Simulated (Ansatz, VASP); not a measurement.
## MgCdO in VASP and in Ansatz

```
Mg Cd O
1.0
     4.01630    0.00000    0.00000
     0.00000    4.01630    0.00000
     0.00000    0.00000    7.25096
Mg Cd O
2 2 2
Direct
  0.00000 0.50000 0.98141
  0.50000 0.00000 0.01859
  0.00000 0.50000 0.45046
  0.50000 0.00000 0.54954
  0.00000 0.00000 0.00000
  0.50000 0.50000 0.00000
```

Change from the starting cell: species swapped into the DyClO type (P4/nmm, No. 129).

Alike in both runs: task single point; functional PBE; k mesh 4 × 4 × 4; occupations gaussian, width 0.1 eV; collinear spin.

```csv
,VASP,Ansatz
version,VASP 6.6.1,Ansatz 0.2.0
potentials or method,"VASP PAW PBE potentials, release 64 (Mg, Cd, O), cutoff 520 eV","scalar-relativistic, plane waves, PAW"
valence electrons in the cell,40,72
```

|  | VASP | Ansatz | Ansatz less VASP |
| --- | --- | --- | --- |
| gap on the k mesh at the Fermi level (eV) | none | none | - |
| pressure (GPa) | 0.3 | 0.3 | +0.09 |
| traceless stress, the component that is largest in VASP (GPa) | -0.20 | -0.23 | -0.025 |
| rms of the force components (eV/Å) | 0.023 | 0.017 | -0.0055 |
| net moment per atom (μB) | 0.00 | 0.00 | 0.000 |

Atom by atom the forces differ by 0.007 eV/Å (rms over components). A gap of «none» marks a metal or a gap that the smearing closes. VASP's potentials hold 40 valence electrons a cell and Ansatz's 72, so a difference there can come from the potentials and not from the codes. Ansatz's warnings: seeded moment not kept.

The k mesh is coarse, so the values compare programs but aren't converged.
